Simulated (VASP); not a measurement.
Tl, 2 atoms in the cell. It takes space group Fd-3m (No. 227, cubic). Conventional cell: a = 7.614 Å, b = 7.614 Å, c = 7.614 Å, α = 90.00°, β = 90.00°, γ = 90.00°. Tl (site symmetry -43m) has 4 Tl at 3.30 Å within 4.3 Å. This isn't the form of Tl at room conditions, which is hcp.

```yaml
Program: VASP 6.6.1
Task: single point
Functional: RPBE
Potentials_or_basis: VASP PAW PBE potentials, release 64 (Tl_d)
Cutoff: 520 eV
k_mesh: 9 × 9 × 9
Occupations: fermi-dirac, width 0.1 eV
Spin: no spin polarisation
Dipole_correction: no
Further_INCAR_settings: ALGO = Normal; EDIFF = 1e-06; NBANDS = 20
```

Potentials or basis: VASP PAW PBE potentials, release 64 (Tl_d).

Run with:

```bash
$ cat potpaw_PBE.64/Tl_d/POTCAR > POTCAR
$ mpirun -np 1 vasp_std > vasp.out
```

Hardware: 1 thread of AMD EPYC 9R45 96-Core Processor (Zen 5), on a shared host.

Q: Estimate the wall time of this run.

A: It took 35 s on 1 thread of AMD EPYC 9R45 96-Core Processor (Zen 5), with other jobs on the host, peak memory 0.23 GiB. Counts: scf iterations 12, k points 35.
